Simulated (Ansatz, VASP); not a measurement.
**Cs8N in VASP and in Ansatz**

INCAR

```
SYSTEM = Cs8N
PREC     = Accurate       ! precision mode
ENCUT    = 520            ! plane-wave cutoff, eV
EDIFF    = 1E-7           ! SCF threshold, eV
ISMEAR   = 0              ! smearing method
SIGMA    = 0.1            ! smearing width, eV
LREAL    = .FALSE.        ! projectors in reciprocal space
LASPH    = .TRUE.         ! aspherical terms in the spheres
NELM     = 150            ! most SCF steps
ALGO     = Normal         ! electronic algorithm
ISIF     = 2              ! what is computed and relaxed
LWAVE    = .FALSE.        ! write WAVECAR
LCHARG   = .FALSE.        ! write CHGCAR
ISPIN    = 2              ! spin polarisation
MAGMOM   = 0 0 0 0 0 0 0 0 1 ! initial moments
LORBIT   = 11             ! projections on sites
GGA      = PE             ! functional
NBANDS   = 52             ! bands
```

KPOINTS

```
regular mesh
0
G
  3 3 2
  0 0 0
```

File POSCAR:

```
Cs8N
1.0
    6.9875754800      0.0000000000      0.0000000000
   -3.4937877400      6.0514178800      0.0000000000
    0.0000000000      0.0000000000      9.6217806000
Cs N
8 1
Direct
    0.5000000000      0.0000000000      0.0000000000
    0.0000000000      0.5000000000      0.0000000000
    0.5000000000      0.5000000000      0.0000000000
    0.5000000000      0.0000000000      0.5000000000
    0.0000000000      0.5000000000      0.5000000000
    0.5000000000      0.5000000000      0.5000000000
    0.0000000000      0.0000000000      0.3227892300
    0.0000000000      0.0000000000      0.6772107700
    0.0000000000      0.0000000000      0.0000000000
```

Input for Ansatz:

```yaml
crystal:
  lattice:
    - [6.98757548, 0.0, 0.0]
    - [-3.49378774, 6.05141788, 0.0]
    - [0.0, 0.0, 9.6217806]
  atoms:
    - { symbol: Cs, position: [0.5, 0.0, 0.0] }
    - { symbol: Cs, position: [0.0, 0.5, 0.0] }
    - { symbol: Cs, position: [0.5, 0.5, 0.0] }
    - { symbol: Cs, position: [0.5, 0.0, 0.5] }
    - { symbol: Cs, position: [0.0, 0.5, 0.5] }
    - { symbol: Cs, position: [0.5, 0.5, 0.5] }
    - { symbol: Cs, position: [0.0, 0.0, 0.32278923] }
    - { symbol: Cs, position: [0.0, 0.0, 0.67721077] }
    - { symbol: "N", position: [0.0, 0.0, 0.0], spin: 1.0 }
basis:
  ecutwfc: 420
kpoints:
  mp_grid: { grid: [3, 3, 2] }
hamiltonian:
  xc: pbe
scf:
  occupations: { method: gaussian, width: 0.1 }
  lower_state_search: "off"
output:
  forces: true
  stress: true
  eigenvalues: true
  populations: true
magnetization:
  spin_polarized: true
```

Alike in both runs: task single point; functional PBE; k mesh 3 × 3 × 2; occupations gaussian, width 0.1 eV; collinear spin.

|  | VASP | Ansatz |
| --- | --- | --- |
| version | VASP 6.6.1 | Ansatz 0.2.0 |
| potentials or method | VASP PAW PBE potentials, release 64 (Cs_sv, N), cutoff 520 eV | scalar-relativistic, plane waves, PAW |
| valence electrons in the cell | 77 | 77 |

```csv
,VASP,Ansatz,Ansatz less VASP
gap on the k mesh at the Fermi level (eV),none,none,-
pressure (GPa),3.8,3.7,-0.06
"traceless stress, the component that is largest in VASP (GPa)",-2.45,-2.43,+0.026
rms of the force components (eV/Å),0.543,0.529,-0.0139
net moment per atom (μB),0.06,0.48,+0.414
size of the moment on the site where the two differ most (μB),0.04,0.59,+0.554
```

The net moments are unlike, so the other rows may belong to different states. Site moments also hang on the region over which each program counts them. Atom by atom the forces differ by 0.014 eV/Å (rms over components). A gap of «none» marks a metal or a gap that the smearing closes.

Spin-orbit coupling is off throughout.
